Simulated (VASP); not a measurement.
# BeTe (F-43m) in VASP: further runs, part 2 of 2

VASP 6.6.1.

### Step 5. Single point, PBEsol

INCAR

```
SYSTEM = BeTe
PREC = Accurate
ENCUT = 600
EDIFF = 1E-6
ISMEAR = 0
SIGMA = 0.1
LREAL = .FALSE.
LASPH = .TRUE.
NELM = 120
ALGO = Normal
ISIF = 2
LWAVE = .FALSE.
LCHARG = .FALSE.
GGA = PS
NBANDS = 11
NELECT = 8.5
GGA_COMPAT = .FALSE.
```

KPOINTS

```
regular mesh
0
G
  4 4 4
  0 0 0
```

POSCAR

```
BeTe
1.0
    0.0000000000      2.8314587876      2.8314587876
    2.8314587876      0.0000000000      2.8314587876
    2.8314587876      2.8314587876      0.0000000000
Be Te
1 1
Direct
    0.0000000000      0.0000000000      0.0000000000
    0.7500000000      0.7500000000      0.7500000000
```

Potentials or basis: VASP PAW PBE potentials, release 64 (Be, Te).

Run with:

```console
> cat potpaw_PBE.64/Be/POTCAR potpaw_PBE.64/Te/POTCAR > POTCAR
> mpirun -np 1 vasp_std > vasp.out
```

OUTCAR:

```text
SYSTEM = BeTe
   PREC = Accurate
   ENCUT = 600
   EDIFF = 1E-6
   ISMEAR = 0
   LREAL = .FALSE.
   LASPH = .TRUE.
   NELM = 120
   ISIF = 2
   GGA = PS
   NELECT = 8.5

 ion  position               nearest neighbor table
   1  0.000  0.000  0.000-   2 2.45   2 2.45   2 2.45   2 2.45
   2  0.750  0.750  0.750-   1 2.45   1 2.45   1 2.45   1 2.45

  LATTYP: Found a face centered cubic cell.
 ALAT       =     5.6629175752

  Lattice vectors:

 A1 = (   0.0000000000,   2.8314587876,   2.8314587876)
 A2 = (   2.8314587876,   0.0000000000,   2.8314587876)
 A3 = (   2.8314587876,   2.8314587876,   0.0000000000)

Analysis of symmetry for initial positions (statically):
=====================================================================
 Subroutine PRICEL returns:
 Original cell was already a primitive cell.

 Routine SETGRP: Setting up the symmetry group for a
 face centered cubic supercell.

 Subroutine GETGRP returns: Found 24 space group operations
 (whereof 24 operations were pure point group operations)
 out of a pool of 48 trial point group operations.

The static configuration has the point symmetry T_d .

Analysis of symmetry for dynamics (positions and initial velocities):
=====================================================================
 Subroutine PRICEL returns:
 Original cell was already a primitive cell.

 Routine SETGRP: Setting up the symmetry group for a
 face centered cubic supercell.

 Subroutine GETGRP returns: Found 24 space group operations
 (whereof 24 operations were pure point group operations)
 out of a pool of 48 trial point group operations.

The dynamic configuration has the point symmetry T_d .

 Subroutine INISYM returns: Found 24 space group operations
 (whereof 24 operations are pure point group operations),
 and found     1 'primitive' translations

----------------------------------------------------------------------------------------
[... 101 lines left out ...]
   GGA     = PS    functional components
   LHFCALC =     F    Hartree Fock is set to
   AEXX    =    0.0000 exact exchange contribution
   IVDW    =     0    specifies the selected vdW correction
   LEPSILON=     F    determine dielectric tensor
   LRPA    =     F    only Hartree local field effects (RPA)
 non-spin polarized calculation
 Gauss-broadening in eV      SIGMA  =   0.10
  energy-cutoff  :      600.00
  volume of cell :       45.40
 maximum number of plane-waves:      1540
   NGX = 15   NGY = 15   NGZ = 15

 number of electron       8.5000000 magnetization

 Free energy of the ion-electron system (eV)
  ---------------------------------------------------
  ext. energy  EPLUGINS =         0.00000000
  ---------------------------------------------------
  free energy    TOTEN  =        -4.52570001 eV

  energy without entropy =       -4.51227719  energy(sigma->0) =       -4.51898860

 E-fermi :   7.3993     XC(G=0):  -9.4175

 val. band max:        7.2122078209   @ k =   0.5000   0.5000   0.0000
 cond. band min:       7.4675332846   @ k =   0.5000   0.2500   0.0000
 fundamental gap:      0.2553254637
 Fermi energy:         7.3992544879

 k-point     1 :       0.0000    0.0000    0.0000
  band No.  band energies     occupation
      1      -7.5896      2.00000
      2       4.6712      2.00000
      3       4.6712      2.00000
      4       4.6712      2.00000
      5       8.2010      0.00000
      6       8.2797      0.00000
      7       8.2797      0.00000
      8       8.2797      0.00000
      9      12.6526      0.00000
     10      14.8288      0.00000
     11      14.8288      0.00000
[... 85 lines left out ...]
 k-point     8 :      -0.2500    0.5000    0.2500
  band No.  band energies     occupation
      1      -5.7557      2.00000
      2       0.1572      2.00000
      3       0.9657      2.00000
      4       1.4601      2.00000
      5       9.6793      0.00000
      6      10.0890      0.00000
      7      10.1311      0.00000
      8      10.7689      0.00000
      9      15.4824      0.00000
     10      16.1351      0.00000
     11      17.3654      0.00000

------------------------ aborting loop because EDIFF is reached ----------------------------------------

  FORCE on cell =-STRESS in cart. coord.  units (eV):
  Direction    XX          YY          ZZ          XY          YZ          ZX
  --------------------------------------------------------------------------------------
  -------------------------------------------------------------------------------------
  Total        4.4186507      4.4186507      4.4186507      0.0000000      0.0000000      0.0000000
  in kB      155.9335348    155.9335348    155.9335348      0.0000000      0.0000000      0.0000000
  external PRESSURE =     155.9335348 kB  Pullay stress =       0.0000000 kB

 VOLUME and BASIS-vectors are now :
 -----------------------------------------------------------------------------
  energy-cutoff  :      600.00
  volume of cell :       45.40
      direct lattice vectors                 reciprocal lattice vectors
     0.000000000  2.831458788  2.831458788    -0.176587419  0.176587419  0.176587419
     2.831458788  0.000000000  2.831458788     0.176587419 -0.176587419  0.176587419
     2.831458788  2.831458788  0.000000000     0.176587419  0.176587419 -0.176587419

 POSITION                                       TOTAL-FORCE (eV/Angst)
 -----------------------------------------------------------------------------------
      0.00000      0.00000      0.00000        -0.000000      0.000000     -0.000000
      4.24719      4.24719      4.24719         0.000000     -0.000000      0.000000
 -----------------------------------------------------------------------------------
    total drift:                               -0.000000     -0.000000     -0.000000

  FREE ENERGIE OF THE ION-ELECTRON SYSTEM (eV)
  ---------------------------------------------------
  free  energy   TOTEN  =        -4.5257000110 eV

  energy  without entropy=       -4.5122771882  energy(sigma->0) =       -4.51898860
```

It took 5.3 s on 1 thread of Intel Xeon Platinum 8488C (Sapphire Rapids), shared host; peak memory 0.17 GiB.

Results:

```yaml
Free_energy: -4.5257 eV
```

Caveat: the k points lie up to 0.48 Å⁻¹ apart; the cell carries a net charge on a neutralising background, which shifts energy and pressure; the cell is charged against a uniform background, so pressure and absolute levels hang on convention; the PAW data sets were made with another functional, which shifts forces and pressure a little; spin-orbit coupling is left out, which moves the levels of the heavy elements.

### Step 6. Single point, BLYP

INCAR

```
PREC = Accurate
ENCUT = 600
EDIFF = 1E-6
ISMEAR = 0
SIGMA = 0.1
LREAL = False
LASPH = True
NELM = 120
ALGO = Normal
ISIF = 2
LWAVE = False
LCHARG = True
GGA = B5
ALDAX = 1.0
AGGAX = 1.0
AGGAC = 1.0
ALDAC = 0.0
LELF = True
LVHAR = True
NBANDS = 11
GGA_COMPAT = False
```

KPOINTS

```
regular mesh
0
Gamma
  4 4 4
```

POSCAR is that of step 5.

Potentials or basis: VASP PAW PBE potentials, release 64 (Be, Te).

Run with:

```console
> cat potpaw_PBE.64/Be/POTCAR potpaw_PBE.64/Te/POTCAR > POTCAR
> mpirun -np 1 vasp_std > vasp.out
```

Run time: 13 s. Hardware: 1 thread of Intel Xeon Platinum 8488C (Sapphire Rapids), shared host; peak memory 0.17 GiB.

It converged, with:

```yaml
Free_energy: -6.5336 eV
Pressure: 3.2 GPa
Band_gap_on_the_k_mesh: 2.26 eV, indirect (least direct gap 3.72 eV)
```

Levels at points of the mesh, in eV from the valence-band top:
```csv
k point,band 1,band 2,band 3,band 4,band 5,band 6,band 7,band 8
"(0.00, 0.00, 0.00)",-12.13,0.00,0.00,0.00,3.72,3.72,3.72,3.87
"(0.50, 0.00, 0.00)",-10.86,-5.33,-1.09,-1.09,3.17,4.73,4.73,8.07
"(0.50, 0.50, 0.00)",-10.39,-4.94,-2.53,-2.53,2.26,2.86,9.61,9.61
```

Caveat: the k points lie up to 0.48 Å⁻¹ apart; the PAW data sets were made with another functional, which shifts forces and pressure a little; spin-orbit coupling is left out, which moves the levels of the heavy elements. Expect the measured gap to be larger: semilocal functionals such as BLYP lack the derivative discontinuity.

### Step 7. Summary

| level | potentials or basis | smearing | gap on the mesh (eV) | pressure (GPa) |
| --- | --- | --- | --- | --- |
| PBE | VASP PAW PBE potentials, release 64 (Be, Te) | methfessel-paxton 0.049 eV | 2.00 | 0.6 |
| LDA | VASP PAW LDA potentials, release 64 (Be, Te) | gaussian 0.01 eV | 1.89 | -2.7 |
| PBE | VASP PAW PBE potentials, release 64 (Be, Te) | gaussian 0.01 eV | 2.00 | 0.6 |
| BLYP | VASP PAW PBE potentials, release 64 (Be, Te) | gaussian 0.1 eV | 2.26 | 3.2 |

Alike in all rows: task single point; no spin polarisation; cell as given; k mesh 4 × 4 × 4; cutoff (eV) 600.

Caveats: all runs use coarse meshes; spin-orbit coupling is left out, which moves the levels of the heavy elements; the PAW data sets were made with another functional, which shifts forces and pressure a little (some runs).

Absolute energies hang on the potentials; compare differences alone.
